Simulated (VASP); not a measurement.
# Cu3O2 (Immm) in VASP: single point with PBEsol

Aim: the single point of Cu3O2 with PBEsol.

Everything below comes from runs of VASP 6.6.1. Logs are shortened: lines on timing, memory, paths and dates and some standing lists are left out, and cuts for length are marked.

**1. The cell of the first run**

It takes space group Immm (No. 71, orthorhombic). The conventional cell has a = 3.850 Å, b = 4.088 Å, c = 7.261 Å, α = 90.00°, β = 90.00°, γ = 90.00°. Cu (site symmetry mm2) has 2 O at 1.82 Å within 2.4 Å. Cu (site symmetry mmm) has 4 O at 1.93 to 2.04 Å and 8 Cu at 2.65 to 2.73 Å within 2.8 Å. O (site symmetry mmm) has 4 Cu at 1.82 to 2.04 Å within 2.4 Å. Within 2.4 Å of O (site symmetry mmm) lie 4 Cu at 1.82 to 1.93 Å.

**2. Single point, PBEsol (strain +0.0300 x Voigt [1, -1, 0, 0, 0, 0])**

File INCAR:

```
SYSTEM = Cu3O2
PREC = Accurate
ENCUT = 520
EDIFF = 1E-6
ISMEAR = 0
SIGMA = 0.15
LREAL = .FALSE.
LASPH = .TRUE.
NELM = 100
ALGO = Normal
ISIF = 2
LWAVE = .FALSE.
LCHARG = .FALSE.
GGA = PS
NBANDS = 30
```

File KPOINTS:

```
Automatic mesh
0
G
  16 16 16
  0 0 0
```

File POSCAR:

```
Cu3O2
1.0
   -2.0442266306      1.9251454676      3.6304514900
    2.0442266306     -1.9251454676      3.6304514900
    2.0442266306      1.9251454676     -3.6304514900
Cu O
3 2
Direct
    0.2500000000      0.7500000000      0.5000000000
    0.7500000000      0.2500000000      0.5000000000
    0.0000000000      0.0000000000      0.0000000000
    0.0000000000      0.5000000000      0.5000000000
    0.5000000000      0.0000000000      0.5000000000
```

Potentials or basis: VASP PAW PBE potentials, release 64 (Cu, O).

Started as:

```bash
> cat potpaw_PBE.64/Cu/POTCAR potpaw_PBE.64/O/POTCAR > POTCAR
> mpirun -np 1 vasp_std > vasp.out
```

OUTCAR:

```text
SYSTEM = Cu3O2
   PREC = Accurate
   ENCUT = 520
   EDIFF = 1E-6
   ISMEAR = 0
   LREAL = .FALSE.
   LASPH = .TRUE.
   NELM = 100
   ISIF = 2
   GGA = PS

 ion  position               nearest neighbor table
   1  0.250  0.750  0.500-   4 1.82   5 1.82   3 2.65   3 2.65   3 2.73   3 2.73
   2  0.750  0.250  0.500-   4 1.82   5 1.82   3 2.65   3 2.65   3 2.73   3 2.73
   3  0.000  0.000  0.000-   5 1.93   5 1.93   4 2.04   4 2.04   2 2.65   2 2.65   1 2.65   1 2.65
                             2 2.73   2 2.73   1 2.73   1 2.73
   4  0.000  0.500  0.500-   1 1.82   2 1.82   3 2.04   3 2.04
   5  0.500  0.000  0.500-   1 1.82   2 1.82   3 1.93   3 1.93

  LATTYP: Found a body centered orthorhombic cell.
 ALAT       =     3.8502909352
 B/A-ratio  =     1.0618556701
 C/A-ratio  =     1.8858063201

  Lattice vectors:

 A1 = (   2.0442266306,  -1.9251454676,  -3.6304514900)
 A2 = (  -2.0442266306,   1.9251454676,  -3.6304514900)
 A3 = (   2.0442266306,   1.9251454676,   3.6304514900)

Analysis of symmetry for initial positions (statically):
=====================================================================
 Subroutine PRICEL returns:
 Original cell was already a primitive cell.

 Routine SETGRP: Setting up the symmetry group for a
 body centered orthorhombic supercell.

 Subroutine GETGRP returns: Found  8 space group operations
 (whereof  8 operations were pure point group operations)
 out of a pool of  8 trial point group operations.

The static configuration has the point symmetry D_2h.

Analysis of symmetry for dynamics (positions and initial velocities):
=====================================================================
 Subroutine PRICEL returns:
 Original cell was already a primitive cell.

 Routine SETGRP: Setting up the symmetry group for a
 body centered orthorhombic supercell.

 Subroutine GETGRP returns: Found  8 space group operations
 (whereof  8 operations were pure point group operations)
 out of a pool of  8 trial point group operations.

The dynamic configuration has the point symmetry D_2h.

 Subroutine INISYM returns: Found  8 space group operations
 (whereof  8 operations are pure point group operations),
 and found     1 'primitive' translations

----------------------------------------------------------------------------------------

                                     Primitive cell

  volume of cell :      57.1496

  direct lattice vectors                    reciprocal lattice vectors
    -2.044226631  1.925145468  3.630451490     0.000000000  0.259720633  0.137723917
     2.044226631 -1.925145468  3.630451490     0.244591276  0.000000000  0.137723917
     2.044226631  1.925145468 -3.630451490     0.244591276  0.259720633  0.000000000

  length of vectors
     4.589686875  4.589686875  4.589686875     0.293977354  0.280700498  0.356762806

  position of ions in fractional coordinates (direct lattice)
     0.250000000  0.750000000  0.500000000
     0.750000000  0.250000000  0.500000000
     0.000000000  0.000000000  0.000000000
     0.000000000  0.500000000  0.500000000
     0.500000000  0.000000000  0.500000000

  ion indices of the primitive-cell ions
   primitive index   ion index
                 1           1
                 2           2
                 3           3
                 4           4
                 5           5

----------------------------------------------------------------------------------------

 KPOINTS: Automatic mesh

Automatic generation of k-mesh.
 Grid dimensions read from file:
 generate k-points for:   16   16   16

 Generating k-lattice:

  Cartesian coordinates                     Fractional coordinates (reciprocal lattice)
     0.000000000  0.016232540  0.008607745     0.062500000 -0.000000000  0.000000000
     0.015286955  0.000000000  0.008607745     0.000000000  0.062500000  0.000000000
     0.015286955  0.016232540  0.000000000     0.000000000 -0.000000000  0.062500000

  Length of vectors
     0.018373585  0.017543781  0.022297675

  Shift w.r.t. Gamma in fractional coordinates (k-lattice)
     0.000000000  0.000000000  0.000000000

 Subroutine IBZKPT returns following result:
 ===========================================

 Found    621 irreducible k-points:

 Following reciprocal coordinates:
            Coordinates               Weight
  0.000000  0.000000  0.000000      1.000000
  0.062500  0.000000  0.000000      4.000000
  0.125000  0.000000  0.000000      4.000000
  0.187500  0.000000 -0.000000      4.000000
  0.250000  0.000000  0.000000      4.000000
  0.312500  0.000000  0.000000      4.000000
[... 16 lines left out ...]
 -0.187500  0.062500  0.000000      8.000000
 -0.125000  0.062500  0.000000      8.000000
 [... further k-points ...]
   k-points           NKPTS =    621   k-points in BZ     NKDIM =    621   number of bands    NBANDS=     30
   number of dos      NEDOS =    301   number of ions     NIONS =      5
   total plane-waves  NPLWV =  46656
   dimension x,y,z NGX =    36 NGY =   36 NGZ =   36
   dimension x,y,z NGXF=    72 NGYF=   72 NGZF=   72
   ions per type =               3   2
   NGX,Y,Z   is equivalent  to a cutoff of  13.04, 13.04, 13.04 a.u.
   NGXF,Y,Z  is equivalent  to a cutoff of  26.08, 26.08, 26.08 a.u.
 SYSTEM =  Cu3O2
   PREC   = accura    normal or accurate (medium, high low for compatibility)
   ISTART =      0    job   : 0-new  1-cont  2-samecut
   ICHARG =      2    charge: 1-file 2-atom 10-const
   ISPIN  =      1    spin polarized calculation?
   LNONCOLLINEAR =      F non collinear calculations
   LSORBIT =      F    spin-orbit coupling
   LASPH  =      T    aspherical Exc in radial PAW
   ENCUT  =  520.0 eV  38.22 Ry    6.18 a.u.   8.53  8.53  8.53*2*pi/ulx,y,z
   NELM   =    100;   NELMIN=  2; NELMDL= -5     # of ELM steps
   EDIFF  = 0.1E-05   stopping-criterion for ELM
   LREAL  =      F    real-space projection
[... 7 lines left out ...]
   TEBEG  =    0.0;   TEEND  =   0.0 temperature during run
   PSTRESS=    0.0 pullay stress
   NELECT =      45.0000    total number of electrons
   NUPDOWN=      -1.0000    fix difference up-down
   EMIN   =  10.00;   EMAX   =-10.00  energy-range for DOS
   EFERMI =   0.00;   METHOD = LEGACY
   ISMEAR =     0;   SIGMA  =   0.15  broadening in eV -4-tet -1-fermi 0-gaus
   EFERMI_NEDOS =   21; number of points for ismear=-14 and -15
   IALGO  =     38    algorithm
   IMIX   =      4    mixing-type and parameters
     AMIX     =   0.40;   BMIX     =  1.00
     AMIX_MAG =   1.60;   BMIX_MAG =  1.00
  volume/ion in A,a.u.               =      11.43        77.13
  Fermi-wavevector in a.u.,A,eV,Ry     =   1.511731  2.856758 31.093822  2.285331
  Thomas-Fermi vector in A             =   2.621749
   LORBIT       =      0    0 simple, 1 ext, 2 COOP (PROOUT), +10 PAW based schemes
   GGA     = PS    functional components
   LHFCALC =     F    Hartree Fock is set to
   AEXX    =    0.0000 exact exchange contribution
   IVDW    =     0    specifies the selected vdW correction
   LEPSILON=     F    determine dielectric tensor
   LRPA    =     F    only Hartree local field effects (RPA)
 non-spin polarized calculation
 Gauss-broadening in eV      SIGMA  =   0.15
  energy-cutoff  :      520.00
  volume of cell :       57.15
 maximum number of plane-waves:      1563
 NGX is ok and might be reduce to    36
   NGX = 17   NGY = 17   NGZ = 17

 number of electron      45.0000003 magnetization

 Free energy of the ion-electron system (eV)
  ---------------------------------------------------
  ext. energy  EPLUGINS =         0.00000000
  ---------------------------------------------------
  free energy    TOTEN  =       -24.96338290 eV

  energy without entropy =      -24.94220301  energy(sigma->0) =      -24.95279296

 E-fermi :   4.8064     XC(G=0): -11.7005

 val. band max:        4.8054786937   @ k =   0.4375  -0.3750   0.2500
 cond. band min:       4.8148576390   @ k =  -0.2500   0.1250   0.0625
 fundamental gap:      0.0093789453
 Fermi energy:         4.8064187989

 k-point     1 :       0.0000    0.0000    0.0000
  band No.  band energies     occupation
      1     -14.7173      2.00000
      2     -13.2401      2.00000
      3      -2.1342      2.00000
      4      -1.1683      2.00000
      5      -1.1272      2.00000
      6      -0.5151      2.00000
[... 22 lines left out ...]
     29      15.7226      0.00000
     30      15.9816      0.00000

 k-point     2 :       0.0625    0.0000    0.0000
  band No.  band energies     occupation
      1     -14.7002      2.00000
      2     -13.2492      2.00000
      3      -2.1306      2.00000
      4      -1.2219      2.00000
      5      -1.1109      2.00000
      6      -0.5712      2.00000
[... 22 lines left out ...]
     29      15.4938      0.00000
     30      16.3203      0.00000

 k-point     3 :       0.1250    0.0000    0.0000
  band No.  band energies     occupation
      1     -14.6499      2.00000
      2     -13.2770      2.00000
      3      -2.1199      2.00000
      4      -1.3723      2.00000
      5      -1.0623      2.00000
      6      -0.6962      2.00000
[... 22 lines left out ...]
     29      15.3298      0.00000
     30      16.7789      0.00000

 k-point     4 :       0.1875    0.0000   -0.0000
  band No.  band energies     occupation
      1     -14.5695      2.00000
      2     -13.3235      2.00000
      3      -2.1026      2.00000
      4      -1.5910      2.00000
      5      -0.9822      2.00000
      6      -0.8475      2.00000
[... 22 lines left out ...]
     29      15.3542      0.00000
     30      16.5512      0.00000

 k-point     5 :       0.2500    0.0000    0.0000
  band No.  band energies     occupation
      1     -14.4637      2.00000
      2     -13.3887      2.00000
      3      -2.0798      2.00000
      4      -1.8393      2.00000
      5      -1.0026      2.00000
      6      -0.8717      2.00000
[... 22 lines left out ...]
     29      15.4465      0.00000
     30      15.8411      0.00000
[... 526 lines left out ...]
     29      14.9472      0.00000
     30      15.8400      0.00000

 k-point    22 :      -0.2500    0.0625    0.0000
  band No.  band energies     occupation
      1     -14.4786      2.00000
      2     -13.3670      2.00000
      3      -2.1977      2.00000
      4      -1.8647      2.00000
      5      -0.9171      2.00000
      6      -0.8035      2.00000
[... 22 lines left out ...]
     29      15.4960      0.00000
     30      15.8308      0.00000

 k-point    23 :      -0.1875    0.0625    0.0000
  band No.  band energies     occupation
      1     -14.5777      2.00000
      2     -13.3091      2.00000
      3      -2.1965      2.00000
      4      -1.6157      2.00000
      5      -1.0132      2.00000
      6      -0.6708      2.00000
[... 22 lines left out ...]
     29      15.6863      0.00000
     30      16.2026      0.00000

 k-point    24 :      -0.1250    0.0625    0.0000
  band No.  band energies     occupation
      1     -14.6511      2.00000
      2     -13.2705      2.00000
      3      -2.1833      2.00000
      4      -1.3936      2.00000
      5      -1.0816      2.00000
      6      -0.5623      2.00000
[... 22 lines left out ...]
     29      15.7191      0.00000
     30      16.4233      0.00000

 [... further k-points ...]
[... 5 lines left out ...]
  --------------------------------------------------------------------------------------
  -------------------------------------------------------------------------------------
  Total       -0.5972912      1.3642071      0.6466882      0.0000000      0.0000000      0.0000000
  in kB      -16.7449357     38.2452640     18.1297697      0.0000000      0.0000000      0.0000000
  external PRESSURE =      13.2100327 kB  Pullay stress =       0.0000000 kB

 VOLUME and BASIS-vectors are now :
 -----------------------------------------------------------------------------
  energy-cutoff  :      520.00
  volume of cell :       57.15
      direct lattice vectors                 reciprocal lattice vectors
    -2.044226631  1.925145468  3.630451490     0.000000000  0.259720633  0.137723917
     2.044226631 -1.925145468  3.630451490     0.244591276  0.000000000  0.137723917
     2.044226631  1.925145468 -3.630451490     0.244591276  0.259720633  0.000000000

 POSITION                                       TOTAL-FORCE (eV/Angst)
 -----------------------------------------------------------------------------------
      2.04423      0.00000      1.81523        -0.000000     -0.000000     -0.303718
      0.00000      1.92515      1.81523         0.000000      0.000000      0.303718
      0.00000      0.00000      0.00000        -0.000000     -0.000000      0.000000
      2.04423      0.00000      0.00000        -0.000000     -0.000000      0.000000
      0.00000      1.92515      0.00000        -0.000000     -0.000000      0.000000
 -----------------------------------------------------------------------------------
    total drift:                                0.000000      0.000000      0.000000

  FREE ENERGIE OF THE ION-ELECTRON SYSTEM (eV)
  ---------------------------------------------------
  free  energy   TOTEN  =       -24.9633828969 eV

  energy  without entropy=      -24.9422030139  energy(sigma->0) =      -24.95279296
```

Wall time 17 min (1 thread of AMD EPYC 9R45 (Zen 5), shared host); peak memory 0.83 GiB.

What came out:

```
Free energy            : -24.9634 eV
Pressure               : 1.3 GPa
Largest force          : 0.304 eV/Å
Band gap on the k mesh : zero (an odd number of electrons rules out a gap without spin polarisation)
```

Forces on the atoms (eV/Å):
```
Cu   0.000  0.000 -0.304
Cu   0.000  0.000  0.304
Cu   0.000  0.000  0.000
O    0.000  0.000  0.000
O    0.000  0.000  0.000
```

Caveat: the cell differs from its parent crystal (strain +0.0300 x Voigt [1, -1, 0, 0, 0, 0]); the stress differs along the axes, from -2 to 4 GPa; the PAW data sets were made with another functional, which shifts forces and pressure a little; an odd number of electrons without spin polarisation forces a metal; a magnetic or distorted state may lie lower.
